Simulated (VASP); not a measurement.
Set up this calculation in VASP 6.6.1, as the native input.

```yaml
Task: single point
Functional: PBE
Potentials_or_basis: VASP PAW PBE potentials, release 64 (Pb_d)
Cutoff: 520 eV
k_mesh: 11 × 11 × 11
Occupations: fermi-dirac, width 1 eV
Spin: no spin polarisation
Dipole_correction: no
Further_INCAR_settings: ALGO = Normal; EDIFF = 1e-06; NBANDS = 13
```

The structure of Pb lies in POSCAR:

```
Pb
1.0
    0.0000000000      2.5175937382      2.5175937382
    2.5175937382      0.0000000000      2.5175937382
    2.5175937382      2.5175937382      0.0000000000
Pb
1
Direct
    0.0000000000      0.0000000000      0.0000000000
```

The input as run:

INCAR

```
SYSTEM = Pb
ALGO = Normal
EDIFF = 1E-6
ENCUT = 520
GGA = PE
ISIF = 2
ISMEAR = -1
LASPH = .TRUE.
LCHARG = .TRUE.
LELF = .TRUE.
LREAL = .FALSE.
LVHAR = .TRUE.
LWAVE = .FALSE.
NBANDS = 13
NELM = 100
PREC = Accurate
SIGMA = 1.0
```

KPOINTS

```
k-points
0
G
  11 11 11
  0 0 0
```

Potentials or basis: VASP PAW PBE potentials, release 64 (Pb_d).

Command:

```bash
$ cat potpaw_PBE.64/Pb_d/POTCAR > POTCAR
$ mpirun -np 1 vasp_std > vasp.out
```

It gave:

```
Pressure               : 4.0 GPa
Band gap on the k mesh : zero (band 7 reaches 13.75 eV, above the bottom of band 8 at 5.38 eV)
```

Caveat: spin-orbit coupling is left out, which moves the levels of the heavy elements.

Run time: 21 s on 1 thread of AMD EPYC 9R45 (Zen 5) (shared host), peak memory 0.13 GiB.
